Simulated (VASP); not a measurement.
Here is a VASP 6.6.1 calculation.

The input POSCAR:

```
PbF2
1.0
    5.5782091968      0.0000000000      0.0000000000
    0.0000000000      5.5782091968      0.0000000000
    0.0000000000      0.0000000000      3.9398845654
Pb F
2 4
Direct
    0.0000000000      0.0000000000      0.0000000000
    0.5000000000      0.5000000000      0.5000000000
    0.3092282397      0.3092282397      0.0000000000
    0.1907717603      0.8092282397      0.5000000000
    0.8092282397      0.1907717603      0.5000000000
    0.6907717603      0.6907717603      0.0000000000
```

INCAR.step1

```
PREC     = Accurate       # precision mode
ENCUT    = 520            # plane-wave cutoff, eV
ISMEAR   = 0              # smearing method
SIGMA    = 0.001          # smearing width, eV
LREAL    = F              # projectors in reciprocal space
LASPH    = T              # aspherical terms in the spheres
NELM     = 60             # most SCF steps
NBANDS   = 37             # bands
GGA      = PE             # functional
ALGO     = Normal         # electronic algorithm
EDIFF    = 1E-4           # SCF threshold, eV
LWAVE    = T              # write WAVECAR
LCHARG   = F              # write CHGCAR
```

File INCAR.step2:

```
PREC     = Accurate       # precision mode
ENCUT    = 520            # plane-wave cutoff, eV
EDIFF    = 1E-6           # SCF threshold, eV
ISMEAR   = 0              # smearing method
SIGMA    = 0.001          # smearing width, eV
LREAL    = F              # projectors in reciprocal space
LASPH    = T              # aspherical terms in the spheres
NELM     = 60             # most SCF steps
ALGO     = Normal         # electronic algorithm
ISIF     = 2              # what is computed and relaxed
LWAVE    = F              # write WAVECAR
LCHARG   = F              # write CHGCAR
METAGGA  = R2SCAN         # meta-GGA
LMIXTAU  = T            
NBANDS   = 37             # bands
ISTART   = 1
```

File KPOINTS:

```
regular mesh
0
Gamma
  4 4 4
```

Potentials or basis: VASP PAW PBE potentials, release 64 (Pb_d, F).

Launch:

```console
$ cat potpaw_PBE.64/Pb_d/POTCAR potpaw_PBE.64/F/POTCAR > POTCAR
$ cp INCAR.step1 INCAR
$ mpirun -np 1 vasp_std > vasp.out
$ cp INCAR.step2 INCAR
$ mpirun -np 1 vasp_std > vasp.out
```

**Question.** What does it give for the band gap on the k mesh?

**Answer.** 4.05 eV (least direct gap 4.32 eV).

**Question.** Predict the pressure.

**Answer.** 0.0 GPa.

Caveat: the structure was generated, so it needn't be the stable form of PbF2; the PAW data sets were made with another functional, which shifts forces and pressure a little; spin-orbit coupling is left out, which moves the levels of the heavy elements. A k mesh can miss the band edges.
